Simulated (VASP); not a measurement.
Write the native input for VASP 6.6.1 that does the following.

```yaml
Task: single point
Functional: PBE
Potentials_or_basis: VASP PAW PBE potentials, release 64 (Zr_sv, V_sv)
Cutoff: 520 eV
k_mesh: 4 × 4 × 4
Occupations: gaussian, width 0.1 eV
Spin: no spin polarisation
Dipole_correction: no
Further_INCAR_settings: ALGO = Normal; EDIFF = 1e-07; NBANDS = 46
```

The structure of Zr2V lies in POSCAR:

```
Zr2V
1.0
    5.3817194162      0.0000000000      0.0000000000
    0.0000000000      5.3817194162      0.0000000000
    0.0000000000      0.0000000000      5.3817194162
Zr V
4 2
Direct
    0.2500000000      0.2500000000      0.2500000000
    0.2500000000      0.7500000000      0.7500000000
    0.7500000000      0.7500000000      0.2500000000
    0.7500000000      0.2500000000      0.7500000000
    0.0000000000      0.0000000000      0.0000000000
    0.5000000000      0.5000000000      0.5000000000
```

These files were run (other wordings do the same):

INCAR

```
ALGO = Normal ; EDIFF = 1E-7
ENCUT = 520 ; GGA = PE
ISIF = 2 ; ISMEAR = 0
LASPH = True ; LCHARG = False
LREAL = False ; LWAVE = False
NBANDS = 46 ; NELM = 100
PREC = Accurate ; SIGMA = 0.1
```

KPOINTS

```
k-points
0
Gamma
  4 4 4
```

Potentials or basis: VASP PAW PBE potentials, release 64 (Zr_sv, V_sv).

The run is started by

```bash
$ cat potpaw_PBE.64/Zr_sv/POTCAR potpaw_PBE.64/V_sv/POTCAR > POTCAR
$ mpirun -np 1 vasp_std > vasp.out
```

It gave:

```
Pressure               : 0.5 GPa
Band gap on the k mesh : zero (band 37 reaches 7.08 eV, above the bottom of band 38 at 6.32 eV)
```

Wall time 71 s on 1 thread of Intel(R) Xeon(R) Platinum 8375C CPU @ 2.90GHz (Ice Lake), on a shared host, peak memory 0.25 GiB.
